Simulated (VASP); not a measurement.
Here is a VASP 6.6.1 calculation.

File INCAR:

```
PREC     = Accurate       # precision mode
ENCUT    = 520            # plane-wave cutoff, eV
EDIFF    = 1E-6           # SCF threshold, eV
ISMEAR   = -1             # smearing method
SIGMA    = 0.08           # smearing width, eV
LREAL    = F              # projectors in reciprocal space
LASPH    = T              # aspherical terms in the spheres
NELM     = 80             # most SCF steps
ALGO     = Normal         # electronic algorithm
ISIF     = 2              # what is computed and relaxed
LWAVE    = F              # write WAVECAR
LCHARG   = T              # write CHGCAR
LELF     = T              # ELF
LVHAR    = T            
NBANDS   = 16             # bands
```

The input KPOINTS:

```
regular mesh
0
Gamma
  11 11 11
```

Contents of POSCAR:

```
InAs
1.0
    0.0000000000      2.4689768398      2.4689768398
    2.4689768398      0.0000000000      2.4689768398
    2.4689768398      2.4689768398      0.0000000000
In As
1 1
Direct
    0.0000000000      0.0000000000      0.0000000000
    0.2500000000      0.2500000000      0.2500000000
```

Potentials or basis: VASP PAW LDA potentials, release 64 (In_d, As).

Command:

```sh
$ cat potpaw_LDA.64/In_d/POTCAR potpaw_LDA.64/As/POTCAR > POTCAR
$ mpirun -np 1 vasp_std > vasp.out
```

**Question.** Predict the band gap on the k mesh.

**Answer.** Zero (band 9 reaches 13.54 eV, above the bottom of band 10 at 13.41 eV).

**Question.** What does it give for the pressure?

**Answer.** 142.9 GPa.

Caveat: spin-orbit coupling is left out, which moves the levels of the heavy elements.
